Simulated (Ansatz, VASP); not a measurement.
# TiAl: VASP beside Ansatz

Contents of INCAR:

```
SYSTEM = TiAl
ALGO     = Fast           ! electronic algorithm
EDIFF    = 1E-6           ! SCF threshold, eV
ENCUT    = 520            ! plane-wave cutoff, eV
GGA      = PE             ! functional
ISIF     = 2              ! what is computed and relaxed
ISMEAR   = 0              ! smearing method
LASPH    = .TRUE.         ! aspherical terms in the spheres
LCHARG   = .TRUE.         ! write CHGCAR
LELF     = .TRUE.         ! ELF
LREAL    = .FALSE.        ! projectors in reciprocal space
LVHAR    = .TRUE.       
LWAVE    = .FALSE.        ! write WAVECAR
NBANDS   = 14             ! bands
NELM     = 80             ! most SCF steps
PREC     = Accurate       ! precision mode
SIGMA    = 0.15           ! smearing width, eV
```

KPOINTS

```
k-points
0
G
  21 21 12
  0 0 0
```

The input POSCAR:

```
TiAl
1.0
    2.8210079793      0.0000000000      0.0000000000
   -1.4105039896      2.4430645743      0.0000000000
    0.0000000000      0.0000000000      4.8327476944
Ti Al
1 1
Direct
    0.0000000000      0.0000000000      0.0000000000
    0.3333333333      0.6666666667      0.5000000000
```

Input for Ansatz:

```yaml
crystal:
  lattice:
    - [2.8210079793, 0.0, 0.0]
    - [-1.4105039896, 2.4430645743, 0.0]
    - [0.0, 0.0, 4.8327476944]
  atoms:
    - { symbol: Ti, position: [0.0, 0.0, 0.0] }
    - { symbol: Al, position: [0.3333333333, 0.6666666667, 0.5] }
basis:
  ecutwfc: 420
kpoints:
  mp_grid: { grid: [21, 21, 12] }
hamiltonian:
  xc: pbe
scf:
  occupations: { method: gaussian, width: 0.15 }
output:
  forces: true
  stress: true
  eigenvalues: true
```

Alike in both runs: task single point; functional PBE; k mesh 21 × 21 × 12; occupations gaussian, width 0.15 eV; no spin polarisation.

|  | VASP | Ansatz |
| --- | --- | --- |
| version | VASP 6.6.1 | Ansatz 0.2.0 |
| potentials or method | VASP PAW PBE potentials, release 64 (Ti_sv, Al), cutoff 520 eV | scalar-relativistic, plane waves, PAW |
| valence electrons in the cell | 15 | 15 |

|  | VASP | Ansatz | Ansatz less VASP |
| --- | --- | --- | --- |
| gap on the k mesh at the Fermi level (eV) | none | none | - |
| pressure (GPa) | -0.1 | 0.0 | +0.09 |
| traceless stress, the component that is largest in VASP (GPa) | -6.08 | -6.12 | -0.046 |

A gap of «none» marks a metal or a gap that the smearing closes.
